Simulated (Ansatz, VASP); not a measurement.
# Sb5Se in VASP and in Ansatz

```
Sb Se
1.0
     5.77715    0.00000    0.00000
    -2.88858    5.00316    0.00000
     0.00000    0.00000    5.49824
Sb Se
5 1
Direct
  0.33333 0.66667 0.50000
  0.00000 0.67079 0.00000
  0.67079 0.00000 0.00000
  0.32921 0.32921 0.00000
  0.66667 0.33333 0.50000
  0.00000 0.00000 0.50000
```

Change from the starting cell: species swapped into the MgAu5 type (P-62m, No. 189).

Alike in both runs: task relaxation of cell and atoms; functional PBE; k mesh 6 × 6 × 8; occupations gaussian, width 0.1 eV; no spin polarisation.

```csv
,VASP,Ansatz
version,VASP 6.6.1,Ansatz 0.2.0
potentials or method,"VASP PAW PBE potentials, release 64 (Sb, Se), cutoff 600 eV","scalar-relativistic, plane waves, PAW"
valence electrons in the cell,31,91
```

|  | VASP | Ansatz | Ansatz less VASP |
| --- | --- | --- | --- |
| gap on the k mesh at the Fermi level, each at its own relaxed structure (eV) | none | none | - |
| relaxed volume (Å³/atom) | 26.55 | 26.61 | +0.056 |
| relaxed length of the cell vector where the two differ most in proportion (Å) | 5.942 | 5.947 | +0.0053 |

A gap of «none» marks a metal or a gap that the smearing closes. VASP's potentials hold 31 valence electrons a cell and Ansatz's 91, so a difference there can come from the potentials and not from the codes.

Neither program's run includes spin-orbit coupling. Noted on VASP's run: too few bands were computed for a metal, which touches its energy and stress.
